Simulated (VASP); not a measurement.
# Li2RhN2 in VASP: a series of runs, part 2 of 2

VASP 6.6.1. Earlier steps stand in the parts before.

**4. Single point, PBE (atoms moved at random)**

File INCAR:

```
SYSTEM = Li2RhN2
ALGO = Normal ; EDIFF = 1E-6
ENCUT = 520 ; GGA = PE
ISIF = 2 ; ISMEAR = -1
LASPH = .True. ; LCHARG = .True.
LELF = .True. ; LREAL = .False.
LVHAR = .True. ; LWAVE = .False.
NBANDS = 24 ; NELM = 100
PREC = Accurate ; SIGMA = 0.05
```

File KPOINTS:

```
k-points
0
Gamma
  10 10 5
  0 0 0
```

File POSCAR:

```
Li2RhN2
1.0
    3.2214626416      0.0000000000      0.0000000000
   -1.6107313208      2.7898684850      0.0000000000
    0.0000000000      0.0000000000      5.0759660458
Rh N Li
1 2 2
Direct
    0.0128070000      0.0109850000     -0.0116930000
    0.3451150000      0.6882240000      0.2083290000
    0.6982230000      0.3555770000      0.7964200000
    0.3383490000      0.6651990000      0.6450190000
    0.6595890000      0.3430480000      0.3623870000
```

Potentials or basis: VASP PAW PBE potentials, release 64 (Rh_pv, N, Li_sv).

Started as:

```bash
$ cat potpaw_PBE.64/Rh_pv/POTCAR potpaw_PBE.64/N/POTCAR potpaw_PBE.64/Li_sv/POTCAR > POTCAR
$ mpirun -np 1 vasp_std > vasp.out
```

OUTCAR:

```text
SYSTEM = Li2RhN2
   EDIFF = 1E-6
   ENCUT = 520
   GGA = PE
   ISIF = 2
   ISMEAR = -1
   LASPH = .True.
   LREAL = .False.
   NELM = 100
   PREC = Accurate

 ion  position               nearest neighbor table
   1  0.013  0.011  0.988-   3 2.07   3 2.08   2 2.14   3 2.15   2 2.17   2 2.19   4 2.52   4 2.56
                             4 2.56   5 2.62   5 2.66   5 2.69
   2  0.345  0.688  0.208-   5 1.99   5 2.00   5 2.07   1 2.14   1 2.17   1 2.19
   3  0.698  0.356  0.796-   4 1.94   4 2.02   1 2.07   4 2.07   1 2.08   1 2.15
   4  0.338  0.665  0.645-   3 1.94   3 2.02   3 2.07   5 2.30   5 2.37   5 2.38   1 2.52   1 2.56
                             1 2.56
   5  0.660  0.343  0.362-   2 1.99   2 2.00   2 2.07   4 2.30   4 2.37   4 2.38   1 2.62   1 2.66
                             1 2.69

  LATTYP: Found a hexagonal cell.
 ALAT       =     3.2214626416
 C/A-ratio  =     1.5756712433

  Lattice vectors:

 A1 = (   3.2214626416,   0.0000000000,   0.0000000000)
 A2 = (  -1.6107313208,   2.7898684850,   0.0000000000)
 A3 = (   0.0000000000,   0.0000000000,   5.0759660458)

Analysis of symmetry for initial positions (statically):
=====================================================================
 Subroutine PRICEL returns:
 Original cell was already a primitive cell.

 Routine SETGRP: Setting up the symmetry group for a
 hexagonal supercell.

 Subroutine GETGRP returns: Found  1 space group operations
 (whereof  1 operations were pure point group operations)
 out of a pool of 24 trial point group operations.

The static configuration has the point symmetry C_1 .

Analysis of symmetry for dynamics (positions and initial velocities):
=====================================================================
 Subroutine PRICEL returns:
 Original cell was already a primitive cell.

 Routine SETGRP: Setting up the symmetry group for a
 hexagonal supercell.

 Subroutine GETGRP returns: Found  1 space group operations
 (whereof  1 operations were pure point group operations)
[... 127 lines left out ...]
     AMIX     =   0.40;   BMIX     =  1.00
     AMIX_MAG =   1.60;   BMIX_MAG =  1.00
  volume/ion in A,a.u.               =       9.12        61.57
  Fermi-wavevector in a.u.,A,eV,Ry     =   1.439274  2.719834 28.184609  2.071510
  Thomas-Fermi vector in A             =   2.558148
   LORBIT       =      0    0 simple, 1 ext, 2 COOP (PROOUT), +10 PAW based schemes
   GGA     = PE    functional components
   LHFCALC =     F    Hartree Fock is set to
   AEXX    =    0.0000 exact exchange contribution
   IVDW    =     0    specifies the selected vdW correction
   LEPSILON=     F    determine dielectric tensor
   LRPA    =     F    only Hartree local field effects (RPA)
 non-spin polarized calculation
  energy-cutoff  :      520.00
  volume of cell :       45.62
 maximum number of plane-waves:      1245
   NGX = 11   NGY = 11   NGZ = 19

 number of electron      30.9999999 magnetization

 Free energy of the ion-electron system (eV)
  ---------------------------------------------------
  ext. energy  EPLUGINS =         0.00000000
  ---------------------------------------------------
  free energy    TOTEN  =       -28.08853404 eV

  energy without entropy =      -28.06459624  energy(sigma->0) =      -28.07656514

 E-fermi :   6.4014     XC(G=0): -11.5061

 val. band max:        6.4011801704   @ k =   0.0000   0.0000   0.2000
 cond. band min:       6.4024344115   @ k =   0.3000   0.3000   0.2000
 fundamental gap:      0.0012542411
 Fermi energy:         6.4014115436

 k-point     1 :       0.0000    0.0000    0.0000
  band No.  band energies     occupation
      1     -40.4858      2.00000
      2     -40.4800      2.00000
      3     -40.4478      2.00000
      4     -38.5983      2.00000
      5     -38.3738      2.00000
      6      -8.7419      2.00000
[... 637 lines left out ...]
     23      17.7683      0.00000
     24      18.5220      0.00000

 [... further k-points ...]

------------------------ aborting loop because EDIFF is reached ----------------------------------------

  FORCE on cell =-STRESS in cart. coord.  units (eV):
  Direction    XX          YY          ZZ          XY          YZ          ZX
  --------------------------------------------------------------------------------------
  -------------------------------------------------------------------------------------
  Total       -0.5060575     -0.4628142     -0.2611799     -0.1596225      0.0440479      0.2901630
  in kB      -17.7727610    -16.2540555     -9.1726508     -5.6059499      1.5469624     10.1905376
  external PRESSURE =     -14.3998224 kB  Pullay stress =       0.0000000 kB

 VOLUME and BASIS-vectors are now :
 -----------------------------------------------------------------------------
  energy-cutoff  :      520.00
  volume of cell :       45.62
      direct lattice vectors                 reciprocal lattice vectors
     3.221462642  0.000000000  0.000000000     0.310418003  0.179219918  0.000000000
    -1.610731321  2.789868485  0.000000000     0.000000000  0.358439835  0.000000000
     0.000000000  0.000000000  5.075966046     0.000000000  0.000000000  0.197006834

 POSITION                                       TOTAL-FORCE (eV/Angst)
 -----------------------------------------------------------------------------------
      0.02356      0.03065      5.01661         0.175008      0.380922      0.928461
      0.00323      1.92005      1.05747         0.030513     -0.279325     -0.005970
      1.67656      0.99201      4.04260        -0.545817     -0.450561     -0.426834
      0.01852      1.85582      3.27409         0.124248      0.270546     -0.053025
      1.57228      0.95706      1.83946         0.216048      0.078419     -0.442632
 -----------------------------------------------------------------------------------
    total drift:                               -0.000467      0.000549     -0.000054

  FREE ENERGIE OF THE ION-ELECTRON SYSTEM (eV)
  ---------------------------------------------------
  free  energy   TOTEN  =       -28.0885340391 eV

  energy  without entropy=      -28.0645962350  energy(sigma->0) =      -28.07656514
```

OSZICAR:

```text
N       E                     dE             d eps       ncg     rms          rms(c)
DAV:   1     0.266928201293E+03    0.26693E+03   -0.16316E+04 12120   0.140E+03
DAV:   2    -0.166388399114E+02   -0.28357E+03   -0.26810E+03 14232   0.402E+02
DAV:   3    -0.338881696164E+02   -0.17249E+02   -0.16977E+02 19944   0.875E+01
DAV:   4    -0.346976145831E+02   -0.80944E+00   -0.80780E+00 15328   0.153E+01
DAV:   5    -0.347048536572E+02   -0.72391E-02   -0.72386E-02 16968   0.165E+00    0.248E+01
DAV:   6    -0.327157218091E+02    0.19891E+01   -0.57263E+01 12848   0.570E+01    0.227E+01
DAV:   7    -0.280731708775E+02    0.46426E+01   -0.15763E+01 12424   0.376E+01    0.441E+00
DAV:   8    -0.280999164712E+02   -0.26746E-01   -0.97316E-01 15200   0.656E+00    0.256E+00
DAV:   9    -0.280886843560E+02    0.11232E-01   -0.83872E-02 15952   0.264E+00    0.116E+00
DAV:  10    -0.280874142713E+02    0.12701E-02   -0.19654E-02 15400   0.112E+00    0.319E-01
DAV:  11    -0.280882988036E+02   -0.88453E-03   -0.45972E-03 15088   0.523E-01    0.152E-01
DAV:  12    -0.280884896664E+02   -0.19086E-03   -0.52423E-04 15328   0.162E-01    0.599E-02
DAV:  13    -0.280885314035E+02   -0.41737E-04   -0.75871E-05 13936   0.611E-02    0.105E-02
DAV:  14    -0.280885338982E+02   -0.24947E-05   -0.95911E-06 15448   0.261E-02    0.705E-03
DAV:  15    -0.280885340391E+02   -0.14089E-06   -0.98239E-07 10336   0.810E-03
   1 F= -.28088534E+02 E0= -.28076565E+02  d E =-.239378E-01
```

stdout:

```text
POSCAR found type information on POSCAR RhN Li
 POSCAR found :  3 types and       5 ions
 scaLAPACK will be used
 LDA part: xc-table for (Slater+PW92), standard interpolation
 POSCAR, INCAR and KPOINTS ok, starting setup
 FFT: planning ... GRIDC
 FFT: planning ... GRID_SOFT
 FFT: planning ... GRID
 WAVECAR not read
 entering main loop
```

It took 3 min on 1 thread of Intel Xeon Platinum 8259CL at 2.50GHz (Skylake/Cascade Lake), shared host; peak memory 0.35 GiB.

Results:

| Property | Result |
| --- | --- |
| Free energy | -28.0885 eV |
| Largest force | 1.019 eV/Å |
| Band gap on the k mesh | zero (an odd number of electrons rules out a gap without spin polarisation) |

Forces on the atoms (eV/Å):
```
Rh   0.175  0.381  0.928
N    0.031 -0.279 -0.006
N   -0.546 -0.451 -0.427
Li   0.124  0.271 -0.053
Li   0.216  0.078 -0.443
```

Levels at points of the mesh, in eV from the Fermi level:
```
           k point  band 12  band 13  band 14  band 15  band 16  band 17  band 18  band 19  band 20  band 21
(0.00, 0.00, 0.00)    -2.23    -0.84    -0.82    -0.70    -0.31     2.97     3.19     4.66     7.70     9.27
(0.50, 0.00, 0.00)    -2.52    -2.05    -1.40    -1.35    -0.53     2.48     3.29     6.45     8.54     9.92
(0.00, 0.50, 0.00)    -2.55    -2.07    -1.54    -1.37    -0.57     2.51     3.13     6.43     8.51    10.02
(0.50, 0.50, 0.00)    -2.52    -2.16    -1.54    -1.35    -0.58     2.59     3.05     6.41     8.36    10.20
```

Caveat: the cell differs from its parent crystal (atoms moved at random); the cutoff is under 1.25 times the usual one of these potentials, so pressure, stress and relaxed cells hold a basis-set (Pulay) error; forces of over 1 eV/Å act on the atoms, so gaps and moduli don't describe the material at rest.

**5. The runs side by side**

```csv
level,cell,k mesh,smearing,gap on the mesh (eV),largest force (eV/Å)
PBEsol,"as given, atomic positions A",13 × 13 × 7,gaussian 0.05 eV,none,0.99
PBE,"as given, atomic positions B",10 × 10 × 5,fermi-dirac 0.05 eV,none,0.07
PBE,"as given, atomic positions A",10 × 10 × 5,fermi-dirac 0.05 eV,none,1.02
```

Alike in all rows: task single point; potentials or basis VASP PAW PBE potentials, release 64 (Rh_pv, N, Li_sv); no spin polarisation; cutoff (eV) 520.

Caveats: the cutoff is under 1.25 times the usual one of these potentials, so pressure, stress and relaxed cells hold a basis-set (Pulay) error; the PAW data sets were made with another functional, which shifts forces and pressure a little (at least some runs); forces of over 1 eV/Å act on the atoms, so gaps and moduli don't describe the material at rest (at least some runs).

Total energies depend on the potentials used, so only differences within one code and one set of settings carry meaning.
